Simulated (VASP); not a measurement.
CoO:

```xyz
2
Lattice="1.5695 0.9062 2.5141 -1.5695 0.9062 2.5141 0.0000 -1.8123 2.5141" Properties=species:S:1:pos:R:3 pbc="T T T"
Co    0.0000    0.0000    7.5345
O     0.0000    0.0000    5.6644
```

Base run:

- Program: VASP 6.6.1
- Functional: LDA
- Potentials or basis: VASP PAW LDA potentials, release 64 (Co, O)
- Cutoff: 520 eV
- k mesh: 10 × 10 × 10
- Occupations: fermi-dirac, width 0.05 eV
- Spin: collinear spin, ferromagnetic start
- Starting moments: [2.0, 0.0] μB

Its results: pressure -15.1 GPa; net moment 1.72 μB per cell; site moments Co +1.52; O +0.16 μB; largest force 0.292 eV/Å.

**Question.** The run is repeated on the same cell with these changes: functional from LDA to r2SCAN; potentials or basis from VASP PAW LDA potentials, release 64 (Co, O) to VASP PAW PBE potentials, release 64 (Co, O). What comes out?

**Answer.** Pressure 13.5 GPa; net moment 2.94 μB per cell; site moments Co +2.56; O +0.29 μB; largest force 0.464 eV/Å.

Caveats: a cell with one magnetic atom can't hold antiferromagnetic order, which such compounds often take; the cell stands under tension (at least some runs); the stress differs along the axes, from 11 to 19 GPa (at least some runs); the PAW data sets were made with another functional, which shifts forces and pressure a little (at least some runs).
